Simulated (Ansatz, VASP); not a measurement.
# Two plane-wave programs on BF

```
CELL_PARAMETERS angstrom
1.40346 -6.58882 0.00000
1.40346 6.58882 0.00000
0.00000 0.00000 2.84112
ATOMIC_POSITIONS crystal
B 0.46239 0.53761 0.25000
B 0.53761 0.46239 0.75000
F 0.36247 0.63753 0.25000
F 0.63753 0.36247 0.75000
```

Change from the starting cell: species swapped into the InCl type (Cmc2_1, No. 36).

Alike in both runs: functional PBE; k mesh 14 × 14 × 12; occupations gaussian, width 0.1 eV; no spin polarisation.

Ansatz relaxed the structure, and its values are those at the end. VASP's run is a single point on that final structure, the one shown.

|  | VASP | Ansatz |
| --- | --- | --- |
| version | VASP 6.6.1 | Ansatz 0.2.0 |
| potentials or method | VASP PAW PBE potentials, release 64 (B, F), cutoff 520 eV | scalar-relativistic, plane waves, PAW |
| valence electrons in the cell | 20 | 20 |

|  | VASP | Ansatz | Ansatz less VASP |
| --- | --- | --- | --- |
| gap on the k mesh at the Fermi level (eV) | none | none | - |
| pressure (GPa) | 0.5 | 0.0 | -0.44 |
| rms of the force components (eV/Å) | 0.159 | 0.000 | -0.1583 |

A gap of «none» marks a metal or a gap that the smearing closes.
